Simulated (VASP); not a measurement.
Input of a VASP 6.6.1 run:

INCAR

```
PREC = Accurate ; ENCUT = 600
EDIFF = 1E-6 ; ISMEAR = -1
SIGMA = 0.05 ; LREAL = F
LASPH = T ; NELM = 80
ALGO = Normal ; ISIF = 3
LWAVE = F ; LCHARG = F
GGA = PE ; IBRION = 2
NSW = 80 ; EDIFFG = -0.01
PSTRESS = 200.0
```

The input KPOINTS:

```
regular mesh
0
Gamma
  8 8 8
```

The input POSCAR:

```
Tc
1.0
    2.5100000000      0.0000000000      0.0000000000
    0.0000000000      2.5100000000      0.0000000000
    0.0000000000      0.0000000000      2.5100000000
Tc
1
Direct
    0.0000000000      0.0000000000      0.0000000000
```

Potentials or basis: VASP PAW PBE potentials, release 64 (Tc_pv).

The run is started by

```sh
$ cat potpaw_PBE.64/Tc_pv/POTCAR > POTCAR
$ mpirun -np 1 vasp_std > vasp.out
```

(1) Predict the space group after relaxing (to 0.05 Å).

(2) Estimate the relaxed cell.

Answers

(1) Pm-3m (No. 221).

(2) a = 2.469 Å, b = 2.469 Å, c = 2.469 Å, α = 90.00°, β = 90.00°, γ = 90.00°.
